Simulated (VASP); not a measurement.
Wanted: the native input for a VASP 6.6.1 run.

- Task: single point
- Functional: PBE
- Potentials or basis: VASP PAW PBE potentials, release 64 (Rb_sv, Ge_d, N)
- Cutoff: 520 eV
- k mesh: 15 × 15 × 4
- Occupations: gaussian, width 0.1 eV
- Spin: no spin polarisation
- Dipole correction: no
- Further INCAR settings: ALGO = Normal; EDIFF = 1e-06; NBANDS = 46

The structure of RbGe4N2 lies in POSCAR:

```
RbGe4N2
1.0
    3.1429518002      0.0000000000      0.0000000000
   -1.5714759001      2.7218761018      0.0000000000
    0.0000000000      0.0000000000     14.6919711150
Rb Ge N
1 4 2
Direct
    0.0000000000      0.0000000000      0.5000000000
    0.6666666667      0.3333333333      0.2974936543
    0.3333333333      0.6666666667      0.7025063457
    0.3333333333      0.6666666667      0.9232567320
    0.6666666667      0.3333333333      0.0767432680
    0.0000000000      0.0000000000      0.2416346410
    0.0000000000      0.0000000000      0.7583653590
```

One way to write it, as run:

INCAR

```
PREC = Accurate
ENCUT = 520
EDIFF = 1E-6
ISMEAR = 0
SIGMA = 0.1
LREAL = False
LASPH = True
NELM = 100
ALGO = Normal
ISIF = 2
LWAVE = False
LCHARG = True
GGA = PE
LELF = True
LVHAR = True
NBANDS = 46
```

KPOINTS

```
Automatic mesh
0
Gamma
  15 15 4
```

Potentials or basis: VASP PAW PBE potentials, release 64 (Rb_sv, Ge_d, N).

Command:

```sh
$ cat potpaw_PBE.64/Rb_sv/POTCAR potpaw_PBE.64/Ge_d/POTCAR potpaw_PBE.64/N/POTCAR > POTCAR
$ mpirun -np 1 vasp_std > vasp.out
```

Results of the run:

```yaml
Pressure: 0.0 GPa
Largest_force: 0.009 eV/Å
```

It took 8.3 min on 1 thread of Intel(R) Xeon(R) Platinum 8259CL CPU @ 2.50GHz (Skylake/Cascade Lake) (shared host), peak memory 0.57 GiB.
